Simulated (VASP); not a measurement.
W4S: single point with PBE

The system is W4S, a slab with vacuum.

```
W S
1.0
     3.18370    0.00000    0.00000
     0.00000    3.18370    0.00000
     0.00000    0.00000   20.14258
W S
4 1
Direct
  0.50000 0.50000 0.19858
  0.00000 0.00000 0.27761
  0.50000 0.50000 0.35995
  0.00000 0.00000 0.42907
  0.37500 0.37500 0.50439
```

* Program: VASP 6.6.1
* Task: single point
* Functional: PBE
* Potentials or basis: VASP PAW PBE potentials, release 64 (W_sv, S)
* Cutoff: 520 eV
* k mesh: 8 × 8 × 1
* Occupations: gaussian, width 0.1 eV
* Spin: no spin polarisation

The largest force is 2.154 eV/Å and the band gap on the k mesh is zero (bands 31 and 32 overlap by 1.62 eV).

Forces on the atoms (eV/Å):
```
W   -0.054 -0.054  2.152
W    0.098  0.098 -1.993
W   -0.497 -0.497 -1.849
W   -0.250 -0.250  1.687
S    0.703  0.703  0.002
```

Levels at points of the mesh, in eV from the Fermi level:
| k point | band 27 | band 28 | band 29 | band 30 | band 31 | band 32 | band 33 | band 34 | band 35 | band 36 |
| --- | --- | --- | --- | --- | --- | --- | --- | --- | --- | --- |
| (0.00, 0.00, 0.00) | -1.00 | -0.92 | -0.73 | -0.33 | -0.28 | -0.08 | 0.07 | 0.63 | 0.93 | 1.34 |
| (0.50, 0.00, 0.00) | -1.82 | -1.50 | -0.76 | -0.52 | -0.20 | 0.38 | 0.92 | 1.17 | 1.79 | 2.10 |
| (0.50, 0.50, 0.00) | -2.43 | -1.14 | -1.09 | 0.08 | 1.42 | 1.95 | 2.00 | 2.07 | 2.42 | 2.72 |

Run time: 3.9 min on 1 thread of Intel(R) Xeon(R) Platinum 8259CL CPU @ 2.50GHz (Skylake/Cascade Lake), with other jobs on the host, peak memory 0.35 GiB.

Caveat: spin-orbit coupling is left out, which moves the levels of the heavy elements.
